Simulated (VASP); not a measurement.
Here is a VASP 6.6.1 calculation.

File INCAR:

```
  PREC = Accurate
  ENCUT = 520
  EDIFF = 1E-6
  ISMEAR = 0
  SIGMA = 0.1
  LREAL = F
  LASPH = T
  NELM = 100
  ALGO = Normal
  ISIF = 2
  LWAVE = F
  LCHARG = F
  LDIPOL = T
  IDIPOL = 3
  DIPOL = 0.5 0.5 0.313
  GGA = PE
  NBANDS = 102
```

KPOINTS

```
regular mesh
0
Gamma
  5 5 1
```

File POSCAR:

```
W12CO
1.0
    5.5140853208      0.0000000000      0.0000000000
   -1.8380284403      5.1987294965      0.0000000000
    0.0000000000      0.0000000000     22.3560050680
W C O
12 1 1
Direct
    0.2500000000      0.2500000000      0.1789228437
    0.2500000000      0.7500000000      0.1789228437
    0.7500000000      0.2500000000      0.1789228437
    0.7500000000      0.7500000000      0.1789228437
    0.0000000000      0.0000000000      0.2763477072
    0.0000000000      0.5000000000      0.2763477072
    0.5000000000      0.0000000000      0.2763477072
    0.5000000000      0.5000000000      0.2763477072
    0.2500000000      0.2500000000      0.3737700471
    0.2500000000      0.7500000000      0.3737700471
    0.7500000000      0.2500000000      0.3737700471
    0.7500000000      0.7500000000      0.3737700471
    0.8132950344      0.5833333333      0.5348006064
    1.0200382989      0.5833333333      0.5348006064
```

Potentials or basis: VASP PAW PBE potentials, release 64 (W_sv, C, O).

Command:

```sh
$ cat potpaw_PBE.64/W_sv/POTCAR potpaw_PBE.64/C/POTCAR potpaw_PBE.64/O/POTCAR > POTCAR
$ mpirun -np 1 vasp_std > vasp.out
```

(1) Estimate the band gap on the k mesh.

(2) What does it give for the largest force?

Answers

(1) zero (band 89 reaches 1.14 eV, above the bottom of band 90 at -0.12 eV).

(2) 0.546 eV/Å.

Caveat: spin-orbit coupling is left out, which moves the levels of the heavy elements.
